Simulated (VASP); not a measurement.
# Mg3HO3 in VASP: a series of runs

Runs on Mg3HO3. Level: PBEsol. Tasks: single point.

Program: VASP 6.6.1. These are calculated values, not measurements. Logs are shortened: lines on timing, memory, paths and dates and some standing lists are left out, and cuts for length are marked.

## 1. The cell of the first run

The cell holds a slab with vacuum, 7 atoms: a = 2.980 Å, b = 2.980 Å, c = 21.240 Å, α = 90.00°, β = 90.00°, γ = 90.00°.

## 2. Single point, PBEsol, collinear spin

Contents of INCAR:

```
ALGO = Normal
DIPOL = 0.5 0.5 0.310
EDIFF = 1E-6
ENCUT = 520
GGA = PS
IDIPOL = 3
ISIF = 2
ISMEAR = 0
ISPIN = 2
LASPH = T
LCHARG = T
LDIPOL = T
LELF = T
LORBIT = 11
LREAL = F
LVACPOTAV = T
LVHAR = T
LWAVE = F
MAGMOM = 0 0 0 0 0 0 1
NBANDS = 26
NELM = 150
PREC = Accurate
SIGMA = 0.05
```

Contents of KPOINTS:

```
k-points
0
Gamma
  9 9 1
```

Contents of POSCAR:

```
Mg3HO3
1.0
    2.9804137519      0.0000000000      0.0000000000
    0.0000000000      2.9804137519      0.0000000000
    0.0000000000      0.0000000000     21.2399431533
Mg O H
3 3 1
Direct
    0.5000000000      0.5000000000      0.1883244212
    0.0000000000      0.0000000000      0.2877909891
    0.5000000000      0.5000000000      0.3857349348
    0.0000000000      0.0000000000      0.1883244212
    0.5000000000      0.5000000000      0.2873494718
    0.0000000000      0.0000000000      0.3879456312
    0.3333333333      0.0000000000      0.4411472802
```

Potentials or basis: VASP PAW PBE potentials, release 64 (Mg, O, H).

Launch:

```bash
cat potpaw_PBE.64/Mg/POTCAR potpaw_PBE.64/O/POTCAR potpaw_PBE.64/H/POTCAR > POTCAR
mpirun -np 1 vasp_std > vasp.out
```

OUTCAR:

```text
EDIFF = 1E-6
   ENCUT = 520
   GGA = PS
   ISIF = 2
   ISMEAR = 0
   ISPIN = 2
   LASPH = T
   LORBIT = 11
   LREAL = F
   NELM = 150
   PREC = Accurate

 ion  position               nearest neighbor table
   1  0.500  0.500  0.188-   5 2.10   4 2.11   4 2.11   4 2.11   4 2.11   2 2.98   2 2.98   2 2.98
                             2 2.98
   2  0.000  0.000  0.288-   5 2.11   5 2.11   5 2.11   5 2.11   4 2.11   6 2.13   3 2.96   3 2.96
                             3 2.96   3 2.96   1 2.98   1 2.98   1 2.98   1 2.98
   3  0.500  0.500  0.386-   7 1.96   7 1.96   5 2.09   6 2.11   6 2.11   6 2.11   6 2.11   2 2.96
                             2 2.96   2 2.96   2 2.96
   4  0.000  0.000  0.188-   1 2.11   1 2.11   1 2.11   1 2.11   2 2.11
   5  0.500  0.500  0.287-   3 2.09   1 2.10   2 2.11   2 2.11   2 2.11   2 2.11
   6  0.000  0.000  0.388-   3 2.11   3 2.11   3 2.11   3 2.11   2 2.13
   7  0.333  0.000  0.441-   3 1.96   3 1.96

  LATTYP: Found a simple tetragonal cell.
 ALAT       =     2.9804137519
 C/A-ratio  =     7.1265082372

  Lattice vectors:

 A1 = (   2.9804137519,   0.0000000000,   0.0000000000)
 A2 = (   0.0000000000,   2.9804137519,   0.0000000000)
 A3 = (   0.0000000000,   0.0000000000,  21.2399431533)

Analysis of symmetry for initial positions (statically):
=====================================================================
 Subroutine PRICEL returns:
 Original cell was already a primitive cell.

 Routine SETGRP: Setting up the symmetry group for a
 simple tetragonal supercell.

 Subroutine GETGRP returns: Found  2 space group operations
 (whereof  2 operations were pure point group operations)
 out of a pool of 16 trial point group operations.

The static configuration has the point symmetry C_1h.

Analysis of symmetry for dynamics (positions and initial velocities):
=====================================================================
 Subroutine PRICEL returns:
 Original cell was already a primitive cell.

 Routine SETGRP: Setting up the symmetry group for a
 simple tetragonal supercell.

 Subroutine GETGRP returns: Found  2 space group operations
 (whereof  2 operations were pure point group operations)
 out of a pool of 16 trial point group operations.

The dynamic configuration has the point symmetry C_1h.

Analysis of structural, dynamic, and magnetic symmetry:
=====================================================================
 Subroutine PRICEL returns:
 Original cell was already a primitive cell.

 Routine SETGRP: Setting up the symmetry group for a
 simple tetragonal supercell.

 Subroutine GETGRP returns: Found  2 space group operations
 (whereof  2 operations were pure point group operations)
 out of a pool of 16 trial point group operations.

The overall configuration has the point symmetry C_1h.

 Subroutine INISYM returns: Found  2 space group operations
 (whereof  2 operations are pure point group operations),
 and found     1 'primitive' translations

----------------------------------------------------------------------------------------

                                     Primitive cell

  volume of cell :     188.6716

  direct lattice vectors                    reciprocal lattice vectors
     2.980413752  0.000000000  0.000000000     0.335523885  0.000000000  0.000000000
     0.000000000  2.980413752  0.000000000     0.000000000  0.335523885  0.000000000
     0.000000000  0.000000000 21.239943153     0.000000000  0.000000000  0.047081105

  length of vectors
     2.980413752  2.980413752 21.239943153     0.335523885  0.335523885  0.047081105

  position of ions in fractional coordinates (direct lattice)
     0.500000000  0.500000000  0.188324421
     0.000000000  0.000000000  0.287790989
     0.500000000  0.500000000  0.385734935
     0.000000000  0.000000000  0.188324421
     0.500000000  0.500000000  0.287349472
     0.000000000  0.000000000  0.387945631
     0.333333333  0.000000000  0.441147280

[... 63 lines left out ...]
   number of dos      NEDOS =    301   number of ions     NIONS =      7
   total plane-waves  NPLWV =  92160
   dimension x,y,z NGX =    24 NGY =   24 NGZ =  160
   dimension x,y,z NGXF=    48 NGYF=   48 NGZF=  320
   ions per type =               3   3   1
   NGX,Y,Z   is equivalent  to a cutoff of  13.39, 13.39, 12.52 a.u.
   NGXF,Y,Z  is equivalent  to a cutoff of  26.77, 26.77, 25.05 a.u.
 SYSTEM =  unknown system
   PREC   = accura    normal or accurate (medium, high low for compatibility)
   ISTART =      0    job   : 0-new  1-cont  2-samecut
   ICHARG =      2    charge: 1-file 2-atom 10-const
   ISPIN  =      2    spin polarized calculation?
   LNONCOLLINEAR =      F non collinear calculations
   LSORBIT =      F    spin-orbit coupling
   LASPH  =      T    aspherical Exc in radial PAW
   ENCUT  =  520.0 eV  38.22 Ry    6.18 a.u.   5.54  5.54 39.49*2*pi/ulx,y,z
   NELM   =    150;   NELMIN=  2; NELMDL= -5     # of ELM steps
   EDIFF  = 0.1E-05   stopping-criterion for ELM
   LREAL  =      F    real-space projection
   EDIFFG = 0.1E-04   stopping-criterion for IOM
   NSW    =      0    number of steps for IOM
   IBRION =     -1    ionic relax: 0-MD 1-quasi-New 2-CG
   NFREE  =      0    steps in history (QN), initial steepest desc. (CG)
   ISIF   =      2    stress and relaxation
   ISYM   =      2    0-nonsym 1-usesym 2-fastsym
   POTIM  = 0.5000    time-step for ionic-motion
   TEBEG  =    0.0;   TEEND  =   0.0 temperature during run
   PSTRESS=    0.0 pullay stress
   NELECT =      25.0000    total number of electrons
   NUPDOWN=      -1.0000    fix difference up-down
   EMIN   =  10.00;   EMAX   =-10.00  energy-range for DOS
   EFERMI =   0.00;   METHOD = LEGACY
   ISMEAR =     0;   SIGMA  =   0.05  broadening in eV -4-tet -1-fermi 0-gaus
   EFERMI_NEDOS =   21; number of points for ismear=-14 and -15
   IALGO  =     38    algorithm
   IMIX   =      4    mixing-type and parameters
     AMIX     =   0.40;   BMIX     =  1.00
     AMIX_MAG =   1.60;   BMIX_MAG =  1.00
  volume/ion in A,a.u.               =      26.95       181.89
  Fermi-wavevector in a.u.,A,eV,Ry     =   0.834615  1.577193  9.477569  0.696582
  Thomas-Fermi vector in A             =   1.948036
   LORBIT       =     11    0 simple, 1 ext, 2 COOP (PROOUT), +10 PAW based schemes
   GGA     = PS    functional components
   LHFCALC =     F    Hartree Fock is set to
   AEXX    =    0.0000 exact exchange contribution
   IVDW    =     0    specifies the selected vdW correction
   LEPSILON=     F    determine dielectric tensor
   LRPA    =     F    only Hartree local field effects (RPA)
 spin polarized calculation
 Gauss-broadening in eV      SIGMA  =   0.05
  energy-cutoff  :      520.00
  volume of cell :      188.67
 maximum number of plane-waves:      5143
 NGX is ok and might be reduce to    24
   NGX = 11   NGY = 11   NGZ = 79

 dipolmoment           0.000000      0.000000     -0.000007 electrons x Angstroem

 number of electron      24.9999986 magnetization       0.7233414

 dipolmoment           0.000000      0.000000      0.153378 electrons x Angstroem

 Free energy of the ion-electron system (eV)
  ---------------------------------------------------
  ext. energy  EPLUGINS =         0.00000000
  ---------------------------------------------------
  free energy    TOTEN  =       -37.18148829 eV

  energy without entropy =      -37.18065697  energy(sigma->0) =      -37.18107263

 E-fermi :  -0.0737     XC(G=0):  -4.3419

 val. band max:       -0.1493750170   @ k =   0.0000   0.2222   0.0000
 cond. band min:      -0.0316501273   @ k =   0.4444   0.4444   0.0000
 fundamental gap:      0.1177248897
 Fermi energy:        -0.0737470654

 spin component 1

 k-point     1 :       0.0000    0.0000    0.0000
  band No.  band energies     occupation
      1     -20.7248      1.00000
      2     -20.0807      1.00000
      3     -19.3809      1.00000
      4      -8.0029      1.00000
      5      -6.6483      1.00000
      6      -5.0899      1.00000
[... 637 lines left out ...]
     23       8.5296      0.00000
     24       8.7337      0.00000

 [... further k-points ...]

 spin component 2

 k-point     1 :       0.0000    0.0000    0.0000
  band No.  band energies     occupation
      1     -20.5815      1.00000
      2     -19.9023      1.00000
      3     -19.3512      1.00000
      4      -7.5206      1.00000
      5      -6.4077      1.00000
      6      -4.9544      1.00000
[... 637 lines left out ...]
     23       8.6705      0.00000
     24       8.8298      0.00000

 [... further k-points ...]

 [bands above 24 left out]

------------------------ aborting loop because EDIFF is reached ----------------------------------------

  FORCE on cell =-STRESS in cart. coord.  units (eV):
  Direction    XX          YY          ZZ          XY          YZ          ZX
  --------------------------------------------------------------------------------------
  -------------------------------------------------------------------------------------
  Total       -0.8301680     -1.7594294      1.5515526      0.0000000      0.0000000     -0.5489612
  in kB       -7.0496912    -14.9408728     13.1756068      0.0000000      0.0000000     -4.6617157
  external PRESSURE =      -2.9383191 kB  Pullay stress =       0.0000000 kB

 VOLUME and BASIS-vectors are now :
 -----------------------------------------------------------------------------
  energy-cutoff  :      520.00
  volume of cell :      188.67
      direct lattice vectors                 reciprocal lattice vectors
     2.980413752  0.000000000  0.000000000     0.335523885  0.000000000  0.000000000
     0.000000000  2.980413752  0.000000000     0.000000000  0.335523885  0.000000000
     0.000000000  0.000000000 21.239943153     0.000000000  0.000000000  0.047081105

 POSITION                                       TOTAL-FORCE (eV/Angst)
 -----------------------------------------------------------------------------------
      1.49021      1.49021      4.00000         0.001204      0.000000      0.334731
      0.00000      0.00000      6.11266         0.048979      0.000000     -0.326996
      1.49021      1.49021      8.19299         0.312878      0.000000      0.504695
      0.00000      0.00000      4.00000         0.001853      0.000000     -0.346123
      1.49021      1.49021      6.10329         0.036145      0.000000      0.111208
      0.00000      0.00000      8.23994        -0.101354      0.000000     -1.286535
      0.99347      0.00000      9.36994        -0.299705      0.000000      1.009020
 -----------------------------------------------------------------------------------
    total drift:                               -0.000013     -0.000000      0.001075

  FREE ENERGIE OF THE ION-ELECTRON SYSTEM (eV)
  ---------------------------------------------------
  free  energy   TOTEN  =       -37.1814882933 eV

  energy  without entropy=      -37.1806569714  energy(sigma->0) =      -37.18107263

 vacuum level on the upper side and lower side of the slab         4.556         1.431

 total charge

# of ion       s       p       d       tot
------------------------------------------
    1        0.146   0.159   0.066   0.371
    2        0.154   0.181   0.079   0.414
    3        0.153   0.173   0.072   0.399
    4        1.539   3.489   0.000   5.027
    5        1.540   3.537   0.000   5.078
    6        1.570   3.453   0.000   5.023
    7        0.437   0.017   0.000   0.453
--------------------------------------------------
tot          5.539  11.009   0.218  16.766

 magnetization (x)

# of ion       s       p       d       tot
------------------------------------------
    1       -0.001   0.000   0.000  -0.000
    2        0.001   0.003   0.001   0.005
    3        0.001   0.009   0.005   0.015
    4       -0.000   0.000   0.000   0.000
    5       -0.000   0.008   0.000   0.008
    6        0.022   0.166   0.000   0.188
    7        0.164   0.003   0.000   0.167
--------------------------------------------------
tot          0.186   0.190   0.006   0.382
```

It took 6.1 min on 1 thread of Intel Xeon Platinum 8375C at 2.90GHz (Ice Lake), shared host; peak memory 0.45 GiB.

Results:

* Free energy: -37.1815 eV
* Largest force: 1.291 eV/Å
* Net moment: 0.72 μB per cell
* Site moments: Mg -0.00, +0.01 (each value once); O +0.00, +0.01, +0.19; H +0.17 μB
* Valence electrons inside the program's atomic spheres: Mg 0.37, 0.41, 0.40; O 5.03, 5.08, 5.02; H 0.45

Forces in eV/Å, atoms in the order of the input:
```
Mg   0.001  0.000  0.335
Mg   0.049  0.000 -0.327
Mg   0.313  0.000  0.505
O    0.002  0.000 -0.346
O    0.036  0.000  0.111
O   -0.101  0.000 -1.287
H   -0.300  0.000  1.009
```

Caveat: a moment this small can come from the mesh or the smearing; the PAW data sets were made with another functional, which shifts forces and pressure a little.

(Continued in part 2 of 2.)
